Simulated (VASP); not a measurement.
Here is a VASP 6.6.1 calculation.

The input INCAR:

```
PREC = Accurate ; ENCUT = 520
EDIFF = 1E-6 ; ISMEAR = -1
SIGMA = 0.05 ; LREAL = False
LASPH = True ; NELM = 100
ALGO = Normal ; ISIF = 2
LWAVE = False ; LCHARG = False
GGA = PE ; NBANDS = 84
```

Contents of KPOINTS:

```
regular mesh
0
Gamma
  3 3 1
```

File POSCAR:

```
CuAu12
1.0
    5.7699910000      0.0000000000      0.0000000000
    2.8849960000      4.9969590000      0.0000000000
    0.0000000000      0.0000000000     17.7111780000
Au Cu
12 1
Direct
    0.1666667000      0.1666667000      0.0564615000
    0.6666667000      0.1666667000      0.0564615000
    0.1666667000      0.6666667000      0.0564615000
    0.6666667000      0.6666667000      0.0564615000
   -0.1607260794      0.3326505940      0.2215870967
    0.3391749732      0.3326705799      0.2216593691
   -0.1607705049      0.8326858129      0.2115762290
    0.3391675438      0.8327415095      0.2216304354
    0.0021311194      0.0032488755      0.3721889693
    0.4933366800      0.0031602648      0.3727799053
    0.0020865309      0.4943654973      0.3724582492
    0.4990795039      0.5002664393      0.3817179331
    0.8338793444      0.8335135813      0.4786809203
```

Potentials or basis: VASP PAW PBE potentials, release 64 (Au, Cu).

The run is started by

```console
$ cat potpaw_PBE.64/Au/POTCAR potpaw_PBE.64/Cu/POTCAR > POTCAR
$ mpirun -np 1 vasp_std > vasp.out
```

Task: Predict the band gap on the k mesh.

Result: Zero (an odd number of electrons rules out a gap without spin polarisation).

Task: Estimate the largest force.

Result: 0.061 eV/Å.

Forces in eV/Å, atoms in the order of the input:
```
Au   0.000  0.000 -0.058
Au  -0.001  0.059  0.010
Au   0.052 -0.030  0.007
Au  -0.051 -0.029  0.012
Au   0.001 -0.001  0.002
Au  -0.003  0.000  0.003
Au   0.000  0.000  0.010
Au  -0.002  0.002  0.003
Au   0.004  0.001 -0.005
Au  -0.003  0.002 -0.005
Au   0.001 -0.004 -0.005
Au   0.000  0.000  0.013
Cu   0.001  0.000  0.012
```

Caveat: the k points lie up to 0.42 Å⁻¹ apart, too coarse for converged energies and pressures of a metal; spin-orbit coupling is left out, which moves the levels of the heavy elements.
